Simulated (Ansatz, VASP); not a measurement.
# GePt in VASP and in Ansatz

The input INCAR:

```
ALGO = Fast ; EDIFF = 1E-6
ENCUT = 520 ; GGA = PS
ISIF = 2 ; ISMEAR = 0
LASPH = True ; LCHARG = False
LREAL = False ; LWAVE = False
NBANDS = 58 ; NELM = 80
PREC = Accurate ; SIGMA = 0.15
```

File KPOINTS:

```
k-points
0
Gamma
  8 10 8
```

File POSCAR:

```
GePt
1.0
    5.7406004132      0.0000000000      0.0000000000
    0.0000000000      3.7003359809      0.0000000000
    0.0000000000      0.0000000000      6.0924387782
Ge Pt
4 4
Direct
    0.8151594244      0.7500000000      0.5880228802
    0.1848405756      0.2500000000      0.4119771198
    0.6848405756      0.2500000000      0.0880228802
    0.3151594244      0.7500000000      0.9119771198
    0.9674786428      0.7500000000      0.2192306791
   -0.0310082934      0.2500000000      0.8369119445
    0.4689917066      0.2500000000      0.7192306791
    0.4674786428      0.7500000000      0.3369119445
```

Input for Ansatz:

```yaml
crystal:
  lattice:
    - [5.7406004132, 0.0, 0.0]
    - [0.0, 3.7003359809, 0.0]
    - [0.0, 0.0, 6.0924387782]
  atoms:
    - { symbol: Ge, position: [0.8151594244, 0.75, 0.5880228802] }
    - { symbol: Ge, position: [0.1848405756, 0.25, 0.4119771198] }
    - { symbol: Ge, position: [0.6848405756, 0.25, 0.0880228802] }
    - { symbol: Ge, position: [0.3151594244, 0.75, 0.9119771198] }
    - { symbol: Pt, position: [0.9674786428, 0.75, 0.2192306791] }
    - { symbol: Pt, position: [-0.0310082934, 0.25, 0.8369119445] }
    - { symbol: Pt, position: [0.4689917066, 0.25, 0.7192306791] }
    - { symbol: Pt, position: [0.4674786428, 0.75, 0.3369119445] }
basis:
  ecutwfc: 420
kpoints:
  mp_grid: { grid: [8, 10, 8] }
hamiltonian:
  xc: pbesol
scf:
  occupations: { method: gaussian, width: 0.15 }
output:
  forces: true
  stress: true
  eigenvalues: true
```

Change from the starting cell: all Pt atoms moved -0.250 Å, as atom 5 towards its neighbour atom 4 (Ge) at 2.486 Å.

Alike in both runs: task single point; functional PBEsol; k mesh 8 × 10 × 8; occupations gaussian, width 0.15 eV; no spin polarisation.

|  | VASP | Ansatz |
| --- | --- | --- |
| version | VASP 6.6.1 | Ansatz 0.2.0 |
| potentials or method | VASP PAW PBE potentials, release 64 (Ge_d, Pt), cutoff 520 eV | scalar-relativistic, plane waves, PAW |
| valence electrons in the cell | 96 | 128 |

```tsv
	VASP	Ansatz	Ansatz less VASP
gap on the k mesh at the Fermi level (eV)	none	none	-
pressure (GPa)	4.6	4.6	-0.01
traceless stress, the component that is largest in VASP (GPa)	-4.08	-4.03	+0.047
rms of the force components (eV/Å)	1.223	1.211	-0.0120
```

VASP's potentials were made for PBE, not for PBEsol. Atom by atom the forces differ by 0.012 eV/Å (rms over components). A gap of «none» marks a metal or a gap that the smearing closes. VASP's potentials hold 96 valence electrons a cell and Ansatz's 128, so a difference there can come from the potentials and not from the codes.

Neither program's run includes spin-orbit coupling.
